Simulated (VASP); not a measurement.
A run of VASP 6.6.1:

Contents of POSCAR:

```
RbCl
1.0
    0.0000000000      3.3057261382      3.3057261382
    3.3057261382      0.0000000000      3.3057261382
    3.3057261382      3.3057261382      0.0000000000
Rb Cl
1 1
Direct
    0.0000000000      0.0000000000      0.0000000000
    0.5000000000      0.5000000000      0.5000000000
```

The input INCAR.step1:

```
  PREC = Accurate
  ENCUT = 400
  EDIFF = 1E-5
  ISMEAR = 0
  SIGMA = 0.01
  LREAL = F
  LASPH = T
  NELM = 120
  ALGO = Normal
  ISIF = 2
  LWAVE = T
  GGA = PE
  NBANDS = 15
  GGA_COMPAT = F
```

File INCAR.step2:

```
  PREC = Accurate
  ENCUT = 400
  EDIFF = 1E-6
  ISMEAR = 0
  SIGMA = 0.01
  LREAL = F
  LASPH = T
  NELM = 120
  ALGO = Normal
  ISIF = 2
  LWAVE = F
  LCHARG = T
  GGA = PE
  LHFCALC = T
  AEXX = 0.25
  PRECFOCK = Normal
  LELF = T
  LVHAR = T
  ISTART = 1
  NBANDS = 15
  GGA_COMPAT = F
```

File KPOINTS:

```
Automatic mesh
0
Gamma
  4 4 4
```

Potentials or basis: VASP PAW PBE potentials, release 64 (Rb_sv, Cl).

Command:

```bash
$ cat potpaw_PBE.64/Rb_sv/POTCAR potpaw_PBE.64/Cl/POTCAR > POTCAR
$ cp INCAR.step1 INCAR
$ mpirun -np 1 vasp_std > vasp.out
$ cp INCAR.step2 INCAR
$ mpirun -np 1 vasp_std > vasp.out
```

Hardware: 1 thread of AMD EPYC 9R45 96-Core Processor (Zen 5), with other jobs on the host.

Task: How long does it take, and how much memory?

Result: Wall time 3.4 min on 1 thread of AMD EPYC 9R45 96-Core Processor (Zen 5), on a shared host, peak memory 0.14 GiB. Counts: k points 8.
